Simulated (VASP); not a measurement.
# La (Fd-3m) in VASP: a series of runs

The runs below take La through single point, relaxation of cell and atoms, with PBE.

Everything below comes from runs of VASP 6.6.1. Logs are shortened: lines on timing, memory, paths and dates and some standing lists are left out, and cuts for length are marked.

### Step 1. The cell of the first run

Symmetry: Fd-3m, No. 227, cubic system. Conventional cell: a = 6.506 Å, b = 6.506 Å, c = 6.506 Å, α = 90.00°, β = 90.00°, γ = 90.00°. La (site symmetry -43m) has 4 La at 2.82 Å within 3.7 Å.

### Step 2. Single point, PBE

Input file INCAR:

```
  ALGO = Normal
  EDIFF = 1E-7
  ENCUT = 520
  GGA = PE
  ISIF = 2
  ISMEAR = -1
  LASPH = True
  LCHARG = True
  LELF = True
  LREAL = False
  LVHAR = True
  LWAVE = False
  NBANDS = 18
  NELM = 60
  PREC = Accurate
  SIGMA = 0.05
```

Input file KPOINTS:

```
k-points
0
Gamma
  10 10 10
```

Input file POSCAR:

```
La
1.0
    0.0000000000      3.2529503673      3.2529503673
    3.2529503673      0.0000000000      3.2529503673
    3.2529503673      3.2529503673      0.0000000000
La
2
Direct
   -0.1250000000     -0.1250000000     -0.1250000000
    0.1250000000      0.1250000000      0.1250000000
```

Potentials or basis: VASP PAW PBE potentials, release 64 (La).

Run with:

```
$ cat potpaw_PBE.64/La/POTCAR > POTCAR
$ mpirun -np 1 vasp_std > vasp.out
```

OUTCAR:

```text
EDIFF = 1E-7
   ENCUT = 520
   GGA = PE
   ISIF = 2
   ISMEAR = -1
   LASPH = True
   LREAL = False
   NELM = 60
   PREC = Accurate

 ion  position               nearest neighbor table
   1  0.875  0.875  0.875-   2 2.82   2 2.82   2 2.82   2 2.82
   2  0.125  0.125  0.125-   1 2.82   1 2.82   1 2.82   1 2.82

  LATTYP: Found a face centered cubic cell.
 ALAT       =     6.5059007346

  Lattice vectors:

 A1 = (   0.0000000000,   3.2529503673,   3.2529503673)
 A2 = (   3.2529503673,   0.0000000000,   3.2529503673)
 A3 = (   3.2529503673,   3.2529503673,   0.0000000000)

Analysis of symmetry for initial positions (statically):
=====================================================================
 Subroutine PRICEL returns:
 Original cell was already a primitive cell.

 Routine SETGRP: Setting up the symmetry group for a
 face centered cubic supercell.

 Subroutine GETGRP returns: Found 48 space group operations
 (whereof 12 operations were pure point group operations)
 out of a pool of 48 trial point group operations.

The static configuration has the point symmetry D_3d.
 The point group associated with its full space group is O_h .

Analysis of symmetry for dynamics (positions and initial velocities):
=====================================================================
 Subroutine PRICEL returns:
 Original cell was already a primitive cell.

 Routine SETGRP: Setting up the symmetry group for a
 face centered cubic supercell.

 Subroutine GETGRP returns: Found 48 space group operations
 (whereof 12 operations were pure point group operations)
 out of a pool of 48 trial point group operations.

The dynamic configuration has the point symmetry D_3d.
 The point group associated with its full space group is O_h .

 Subroutine INISYM returns: Found 48 space group operations
 (whereof 12 operations are pure point group operations),
 and found     1 'primitive' translations

----------------------------------------------------------------------------------------

                                     Primitive cell

  volume of cell :      68.8434

  direct lattice vectors                    reciprocal lattice vectors
     0.000000000  3.252950367  3.252950367    -0.153706618  0.153706618  0.153706618
     3.252950367  0.000000000  3.252950367     0.153706618 -0.153706618  0.153706618
     3.252950367  3.252950367  0.000000000     0.153706618  0.153706618 -0.153706618

  length of vectors
     4.600366527  4.600366527  4.600366527     0.266227672  0.266227672  0.266227672

  position of ions in fractional coordinates (direct lattice)
     0.875000000  0.875000000  0.875000000
     0.125000000  0.125000000  0.125000000

  ion indices of the primitive-cell ions
   primitive index   ion index
                 1           1
                 2           2

----------------------------------------------------------------------------------------

 KPOINTS: k-points

Automatic generation of k-mesh.
 Grid dimensions read from file:
 generate k-points for:   10   10   10

 Generating k-lattice:

  Cartesian coordinates                     Fractional coordinates (reciprocal lattice)
    -0.015370662  0.015370662  0.015370662     0.100000000  0.000000000  0.000000000
     0.015370662 -0.015370662  0.015370662     0.000000000  0.100000000  0.000000000
     0.015370662  0.015370662 -0.015370662     0.000000000  0.000000000  0.100000000

  Length of vectors
     0.026622767  0.026622767  0.026622767

  Shift w.r.t. Gamma in fractional coordinates (k-lattice)
     0.000000000  0.000000000  0.000000000

 Subroutine IBZKPT returns following result:
 ===========================================

 Found     47 irreducible k-points:

 Following reciprocal coordinates:
            Coordinates               Weight
  0.000000  0.000000  0.000000      1.000000
  0.100000  0.000000  0.000000      8.000000
  0.200000  0.000000  0.000000      8.000000
  0.300000  0.000000  0.000000      8.000000
  0.400000  0.000000  0.000000      8.000000
  0.500000  0.000000  0.000000      4.000000
[... 16 lines left out ...]
  0.300000  0.300000  0.000000      6.000000
  0.400000  0.300000  0.000000     24.000000
 [... further k-points ...]
   k-points           NKPTS =     47   k-points in BZ     NKDIM =     47   number of bands    NBANDS=     18
   number of dos      NEDOS =    301   number of ions     NIONS =      2
   total plane-waves  NPLWV =  46656
   dimension x,y,z NGX =    36 NGY =   36 NGZ =   36
   dimension x,y,z NGXF=    72 NGYF=   72 NGZF=   72
   ions per type =               2
   NGX,Y,Z   is equivalent  to a cutoff of  13.01, 13.01, 13.01 a.u.
   NGXF,Y,Z  is equivalent  to a cutoff of  26.02, 26.02, 26.02 a.u.
 SYSTEM =  unknown system
   PREC   = accura    normal or accurate (medium, high low for compatibility)
   ISTART =      0    job   : 0-new  1-cont  2-samecut
   ICHARG =      2    charge: 1-file 2-atom 10-const
   ISPIN  =      1    spin polarized calculation?
   LNONCOLLINEAR =      F non collinear calculations
   LSORBIT =      F    spin-orbit coupling
   LASPH  =      T    aspherical Exc in radial PAW
   ENCUT  =  520.0 eV  38.22 Ry    6.18 a.u.   8.55  8.55  8.55*2*pi/ulx,y,z
   NELM   =     60;   NELMIN=  2; NELMDL= -5     # of ELM steps
   EDIFF  = 0.1E-06   stopping-criterion for ELM
   LREAL  =      F    real-space projection
   EDIFFG = 0.1E-05   stopping-criterion for IOM
   NSW    =      0    number of steps for IOM
   IBRION =     -1    ionic relax: 0-MD 1-quasi-New 2-CG
   NFREE  =      0    steps in history (QN), initial steepest desc. (CG)
   ISIF   =      2    stress and relaxation
   ISYM   =      2    0-nonsym 1-usesym 2-fastsym
   POTIM  = 0.5000    time-step for ionic-motion
   TEBEG  =    0.0;   TEEND  =   0.0 temperature during run
   PSTRESS=    0.0 pullay stress
   NELECT =      22.0000    total number of electrons
   NUPDOWN=      -1.0000    fix difference up-down
   EMIN   =  10.00;   EMAX   =-10.00  energy-range for DOS
   EFERMI =   0.00;   METHOD = LEGACY
   ISMEAR =    -1;   SIGMA  =   0.05  broadening in eV -4-tet -1-fermi 0-gaus
   EFERMI_NEDOS =   21; number of points for ismear=-14 and -15
   IALGO  =     38    algorithm
   IMIX   =      4    mixing-type and parameters
     AMIX     =   0.40;   BMIX     =  1.00
     AMIX_MAG =   1.60;   BMIX_MAG =  1.00
  volume/ion in A,a.u.               =      34.42       232.29
  Fermi-wavevector in a.u.,A,eV,Ry     =   1.119253  2.115082 17.044391  1.252727
  Thomas-Fermi vector in A             =   2.255891
   LORBIT       =      0    0 simple, 1 ext, 2 COOP (PROOUT), +10 PAW based schemes
   GGA     = PE    functional components
   LHFCALC =     F    Hartree Fock is set to
   AEXX    =    0.0000 exact exchange contribution
   IVDW    =     0    specifies the selected vdW correction
   LEPSILON=     F    determine dielectric tensor
   LRPA    =     F    only Hartree local field effects (RPA)
 non-spin polarized calculation
  energy-cutoff  :      520.00
  volume of cell :       68.84
 maximum number of plane-waves:      1875
 NGX is ok and might be reduce to    36
   NGX = 17   NGY = 17   NGZ = 17

 number of electron      21.9999999 magnetization

 Free energy of the ion-electron system (eV)
  ---------------------------------------------------
  ext. energy  EPLUGINS =         0.00000000
  ---------------------------------------------------
  free energy    TOTEN  =        -7.67453338 eV

  energy without entropy =       -7.66282799  energy(sigma->0) =       -7.66868069

 E-fermi :   8.1727     XC(G=0):  -9.6030

 val. band max:        8.1696463352   @ k =   0.4000   0.0000   0.0000
 cond. band min:       8.2054281795   @ k =   0.4000   0.4000   0.0000
 fundamental gap:      0.0357818443
 Fermi energy:         8.1727232052

 k-point     1 :       0.0000    0.0000    0.0000
  band No.  band energies     occupation
      1     -25.4762      2.00000
      2     -23.3680      2.00000
      3      -9.6719      2.00000
      4      -9.6719      2.00000
      5      -9.6719      2.00000
      6      -7.2477      2.00000
[... 10 lines left out ...]
     17       9.9270      0.00000
     18       9.9270      0.00000

 k-point     2 :       0.1000    0.0000    0.0000
  band No.  band energies     occupation
      1     -25.4434      2.00000
      2     -23.4145      2.00000
      3      -9.7083      2.00000
      4      -9.7083      2.00000
      5      -9.6714      2.00000
      6      -7.2164      2.00000
[... 10 lines left out ...]
     17       9.8700      0.00000
     18       9.9317      0.00000

 k-point     3 :       0.2000    0.0000    0.0000
  band No.  band energies     occupation
      1     -25.3502      2.00000
      2     -23.5431      2.00000
      3      -9.7973      2.00000
      4      -9.7973      2.00000
      5      -9.6758      2.00000
      6      -7.1232      2.00000
[... 10 lines left out ...]
     17       9.7805      0.00000
     18       9.9440      0.00000

 k-point     4 :       0.3000    0.0000    0.0000
  band No.  band energies     occupation
      1     -25.2141      2.00000
      2     -23.7222      2.00000
      3      -9.8970      2.00000
      4      -9.8970      2.00000
      5      -9.6918      2.00000
      6      -6.9867      2.00000
[... 10 lines left out ...]
     17      10.0672      0.00000
     18      10.1576      0.00000

 k-point     5 :       0.4000    0.0000    0.0000
  band No.  band energies     occupation
      1     -25.0758      2.00000
      2     -23.8950      2.00000
      3      -9.9711      2.00000
      4      -9.9711      2.00000
      5      -9.7119      2.00000
      6      -6.8598      2.00000
[... 10 lines left out ...]
     17      10.1100      0.00000
     18      10.3959      0.00000

 k-point     6 :       0.5000    0.0000    0.0000
  band No.  band energies     occupation
      1     -25.0113      2.00000
      2     -23.9726      2.00000
      3      -9.9981      2.00000
      4      -9.9981      2.00000
      5      -9.7211      2.00000
      6      -6.8075      2.00000
[... 10 lines left out ...]
     17      10.4122      0.00000
     18      10.4367      0.00000

 k-point     7 :       0.1000    0.1000    0.0000
  band No.  band energies     occupation
      1     -25.4322      2.00000
      2     -23.4302      2.00000
      3      -9.7545      2.00000
      4      -9.7545      2.00000
      5      -9.5958      2.00000
      6      -7.3080      2.00000
[... 10 lines left out ...]
     17       9.8554      0.00000
     18       9.8930      0.00000

 k-point     8 :       0.2000    0.1000    0.0000
  band No.  band energies     occupation
      1     -25.3580      2.00000
      2     -23.5324      2.00000
      3      -9.8482      2.00000
      4      -9.8480      2.00000
      5      -9.5362      2.00000
      6      -7.3238      2.00000
[... 10 lines left out ...]
     17       9.8541      0.00000
     18       9.8969      0.00000
[... 229 lines left out ...]
     17      10.1609      0.00000
     18      10.3813      0.00000

 k-point    20 :      -0.4000    0.2000    0.0000
  band No.  band energies     occupation
      1     -24.9013      2.00000
      2     -24.1004      2.00000
      3     -10.3346      2.00000
      4     -10.0833      2.00000
      5      -9.1673      2.00000
      6      -7.4072      2.00000
[... 10 lines left out ...]
     17      10.2458      0.00000
     18      10.2481      0.00000

 k-point    21 :      -0.3000    0.2000    0.0000
  band No.  band energies     occupation
      1     -25.0122      2.00000
      2     -23.9713      2.00000
      3     -10.2911      2.00000
      4     -10.0000      2.00000
      5      -9.2613      2.00000
      6      -7.3393      2.00000
[... 10 lines left out ...]
     17       9.8147      0.00000
     18      10.3198      0.00000

 k-point    22 :      -0.2000    0.2000    0.0000
  band No.  band energies     occupation
      1     -25.1591      2.00000
      2     -23.7920      2.00000
      3     -10.1656      2.00000
      4      -9.8985      2.00000
      5      -9.4052      2.00000
      6      -7.2715      2.00000
[... 10 lines left out ...]
     17       9.8238      0.00000
     18       9.9920      0.00000

 k-point    23 :       0.3000    0.3000    0.0000
  band No.  band energies     occupation
      1     -25.0965      2.00000
      2     -23.8696      2.00000
      3     -10.1402      2.00000
      4     -10.1402      2.00000
      5      -9.0740      2.00000
      6      -7.7225      2.00000
[... 10 lines left out ...]
     17       9.8589      0.00000
     18      10.0428      0.00000

 k-point    24 :       0.4000    0.3000    0.0000
  band No.  band energies     occupation
      1     -24.9582      2.00000
      2     -24.0348      2.00000
      3     -10.2414      2.00000
      4     -10.2077      2.00000
      5      -8.9144      2.00000
      6      -7.8243      2.00000
[... 10 lines left out ...]
     17       9.9803      0.00000
     18      10.0462      0.00000

 [... further k-points ...]

------------------------ aborting loop because EDIFF is reached ----------------------------------------

  FORCE on cell =-STRESS in cart. coord.  units (eV):
  Direction    XX          YY          ZZ          XY          YZ          ZX
  --------------------------------------------------------------------------------------
  -------------------------------------------------------------------------------------
  Total        1.8468985      1.8468985      1.8468985     -0.0000000      0.0000000      0.0000000
  in kB       42.9824632     42.9824632     42.9824632     -0.0000000      0.0000000      0.0000000
  external PRESSURE =      42.9824632 kB  Pullay stress =       0.0000000 kB

 VOLUME and BASIS-vectors are now :
 -----------------------------------------------------------------------------
  energy-cutoff  :      520.00
  volume of cell :       68.84
      direct lattice vectors                 reciprocal lattice vectors
     0.000000000  3.252950367  3.252950367    -0.153706618  0.153706618  0.153706618
     3.252950367  0.000000000  3.252950367     0.153706618 -0.153706618  0.153706618
     3.252950367  3.252950367  0.000000000     0.153706618  0.153706618 -0.153706618

 POSITION                                       TOTAL-FORCE (eV/Angst)
 -----------------------------------------------------------------------------------
      5.69266      5.69266      5.69266         0.000000     -0.000000      0.000000
      0.81324      0.81324      0.81324        -0.000000      0.000000     -0.000000
 -----------------------------------------------------------------------------------
    total drift:                               -0.000000      0.000000      0.000000

  FREE ENERGIE OF THE ION-ELECTRON SYSTEM (eV)
  ---------------------------------------------------
  free  energy   TOTEN  =        -7.6745333818 eV

  energy  without entropy=       -7.6628279942  energy(sigma->0) =       -7.66868069
```

Wall time 43 s (1 thread of Intel Xeon 6975P-C (Granite Rapids), shared host); peak memory 0.23 GiB.

Results:

| Property | Result |
| --- | --- |
| Free energy | -7.6745 eV |
| Pressure | 4.3 GPa |
| Band gap on the k mesh | zero (band 11 reaches 8.21 eV, above the bottom of band 12 at 8.03 eV) |

Caveat: spin-orbit coupling is left out, which moves the levels of the heavy elements.

### Step 3. Single point, PBE

Input file INCAR:

```
PREC = Accurate
ENCUT = 520
EDIFF = 1E-6
ISMEAR = -1
SIGMA = 0.05
LREAL = False
LASPH = True
NELM = 60
ALGO = Normal
ISIF = 2
LWAVE = False
LCHARG = False
GGA = PE
NBANDS = 18
```

Input file KPOINTS:

```
Automatic mesh
0
Gamma
  10 10 10
```

Input file POSCAR:

```
La
1.0
    0.0000000000      3.2534690648      3.2534690648
    3.2534690648      0.0000000000      3.2534690648
    3.2534690648      3.2534690648      0.0000000000
La
2
Direct
   -0.1250000000     -0.1250000000     -0.1250000000
    0.1250000000      0.1250000000      0.1250000000
```

Potentials or basis: VASP PAW PBE potentials, release 64 (La).

Run with:

```
$ cat potpaw_PBE.64/La/POTCAR > POTCAR
$ mpirun -np 1 vasp_std > vasp.out
```

Wall time 41 s (1 thread of Intel Xeon 6975P-C (Granite Rapids), shared host); peak memory 0.23 GiB.

Results (log left out):

```yaml
Free_energy: -7.6754 eV
Pressure: 4.3 GPa
Band_gap_on_the_k_mesh: zero (band 11 reaches 8.20 eV, above the bottom of band 12 at 8.02 eV)
```

Levels at points of the mesh, in eV from the Fermi level:
| k point | band 7 | band 8 | band 9 | band 10 | band 11 | band 12 | band 13 | band 14 | band 15 | band 16 |
| --- | --- | --- | --- | --- | --- | --- | --- | --- | --- | --- |
| (0.00, 0.00, 0.00) | -15.42 | -15.42 | -2.35 | -0.82 | -0.82 | 0.95 | 0.95 | 0.95 | 1.75 | 1.75 |
| (0.50, 0.00, 0.00) | -14.93 | -14.93 | -1.27 | -0.67 | -0.67 | -0.15 | 0.05 | 0.05 | 1.80 | 1.86 |
| (0.50, 0.50, 0.00) | -14.38 | -14.38 | -1.84 | -1.84 | -0.15 | -0.15 | 0.76 | 0.76 | 1.87 | 1.87 |

Caveat: spin-orbit coupling is left out, which moves the levels of the heavy elements.

[end of part 1 of 2]
